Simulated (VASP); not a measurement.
Ru: single point with PBE

Crystal: Ru.

```
CELL_PARAMETERS angstrom
0.00000 1.83185 1.83185
1.83185 0.00000 1.83185
1.83185 1.83185 0.00000
ATOMIC_POSITIONS crystal
Ru 0.00000 0.00000 0.00000
```

* Program: VASP 6.6.1
* Task: single point
* Functional: PBE
* Potentials or basis: VASP PAW PBE potentials, release 64 (Ru_pv)
* Cutoff: 520 eV
* k mesh: 18 × 18 × 18
* Occupations: fermi-dirac, width 0.1 eV
* Spin: no spin polarisation
* Dipole correction: no
* Further INCAR settings: ALGO = Normal; EDIFF = 1e-06; NBANDS = 13

```
Pressure               : 48.2 GPa
Band gap on the k mesh : zero (band 7 reaches 17.31 eV, above the bottom of band 8 at 13.26 eV)
```

Levels at points of the mesh, in eV from the Fermi level:
| k point | band 4 | band 5 | band 6 | band 7 | band 8 | band 9 | band 10 | band 11 |
| --- | --- | --- | --- | --- | --- | --- | --- | --- |
| (0.00, 0.00, 0.00) | -8.46 | -2.97 | -2.97 | -2.97 | -0.12 | -0.12 | 10.47 | 14.95 |
| (0.50, 0.00, 0.00) | -6.84 | -3.13 | -3.13 | 1.17 | 2.07 | 2.07 | 10.46 | 11.50 |
| (0.50, 0.50, 0.00) | -7.33 | -6.80 | 2.03 | 2.68 | 2.68 | 4.09 | 10.46 | 14.21 |

Wall time 26 s on 1 thread of Intel(R) Xeon(R) Platinum 8259CL CPU @ 2.50GHz (Skylake/Cascade Lake), with other jobs on the host, peak memory 0.15 GiB.
